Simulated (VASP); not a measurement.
Rh: relaxation of cell and atoms with r2SCAN

Rh:

```xyz
1
Lattice="0.0000 1.8821 1.8821 1.8821 0.0000 1.8821 1.8821 1.8821 0.0000" Properties=species:S:1:pos:R:3 pbc="T T T"
Rh    0.0000    0.0000    0.0000
```

| Quantity | Value |
| --- | --- |
| Program | VASP 6.6.1 |
| Task | relaxation of cell and atoms |
| Functional | r2SCAN |
| Potentials or basis | VASP PAW PBE potentials, release 64 (Rh_pv) |
| Cutoff | 600 eV |
| k mesh | 18 × 18 × 18 |
| Occupations | gaussian, width 0.1 eV |
| Spin | no spin polarisation |
| Target pressure | 3 GPa |
| Dipole correction | no |
| Further INCAR settings | ALGO = Normal; EDIFF = 1e-06; IBRION = 2; EDIFFG = -0.008; NSW = 70; ISIF = 3 |

- Relaxed volume: 13.63 Å³/atom
- Relaxed cell: a = 2.681 Å, b = 2.681 Å, c = 2.681 Å, α = 60.00°, β = 60.00°, γ = 60.00°
- Space group after relaxing (to 0.1 Å): Fm-3m (No. 225)
- Energy change on relaxing (the run minimises the enthalpy): -11.8 meV/atom
- Ionic steps: 5
- Pressure after relaxing: 3.0 GPa
- Band gap on the k mesh: zero (an odd number of electrons rules out a gap without spin polarisation)

Step by step:
```
step  energy change (eV)  largest force (eV/Å)  pressure (GPa)  volume (Å³)
   1              0.0000                0.0000            9.90        13.33
   2              0.0153                0.0000          -12.31        14.47
   3             -0.0119                0.0000            2.87        13.64
   4             -0.0118                0.0000            3.20        13.63
   5             -0.0118                0.0000            3.00        13.63
```

Final structure:
```
Rh
1.0
     0.00000    1.89595    1.89595
     1.89595    0.00000    1.89595
     1.89595    1.89595    0.00000
Rh
1
Direct
  0.00000 0.00000 0.00000
```

Levels at points of the mesh, in eV from the Fermi level:
| k point | band 5 | band 6 | band 7 | band 8 | band 9 | band 10 |
| --- | --- | --- | --- | --- | --- | --- |
| (0.00, 0.00, 0.00) | -3.22 | -3.22 | -3.22 | -1.09 | -1.09 | 16.70 |
| (0.50, 0.00, 0.00) | -3.34 | -3.34 | 0.59 | 0.59 | 0.89 | 9.17 |
| (0.50, 0.50, 0.00) | -6.26 | 0.51 | 1.05 | 1.05 | 3.49 | 12.98 |

Wall time 21 min on 1 thread of AMD EPYC 7571 (shared host), peak memory 0.15 GiB.

Caveat: the cell is relaxed towards a set pressure, so the run minimises the enthalpy, not the energy; the PAW data sets were made with another functional, which shifts forces and pressure a little.
